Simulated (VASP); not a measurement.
Here is a VASP 6.6.1 calculation.

File INCAR:

```
  PREC = Accurate
  ENCUT = 500
  EDIFF = 1E-6
  ISMEAR = 0
  SIGMA = 0.01
  LREAL = False
  LASPH = True
  NELM = 120
  ALGO = Normal
  ISIF = 2
  LWAVE = False
  LCHARG = False
  GGA = PE
  NBANDS = 26
  GGA_COMPAT = False
```

The input KPOINTS:

```
regular mesh
0
Gamma
  5 5 3
```

The input POSCAR:

```
CdSe
1.0
    4.3000000000      0.0000000000      0.0000000000
   -2.1500000000      3.7239092363      0.0000000000
    0.0000000000      0.0000000000      7.0200000000
Cd Se
2 2
Direct
    0.3333333333      0.6666666667      0.0000000000
    0.6666666667      0.3333333333      0.5000000000
    0.3333333333      0.6666666667      0.3850000000
    0.6666666667      0.3333333333      0.8850000000
```

Potentials or basis: VASP PAW PBE potentials, release 64 (Cd, Se).

Command:

```sh
$ cat potpaw_PBE.64/Cd/POTCAR potpaw_PBE.64/Se/POTCAR > POTCAR
$ mpirun -np 1 vasp_std > vasp.out
```

Estimate the band gap on the k mesh.

0.70 eV.

Estimate the largest force.

0.295 eV/Å.

What does it give for the pressure?

3.4 GPa.

Stress tensor (GPa, compression positive):
```
4.08 0.00 0.00
0.00 4.08 0.00
0.00 0.00 1.91
```

Caveat: the cell stands under pressure. Expect the measured gap to be larger: semilocal functionals such as PBE lack the derivative discontinuity.
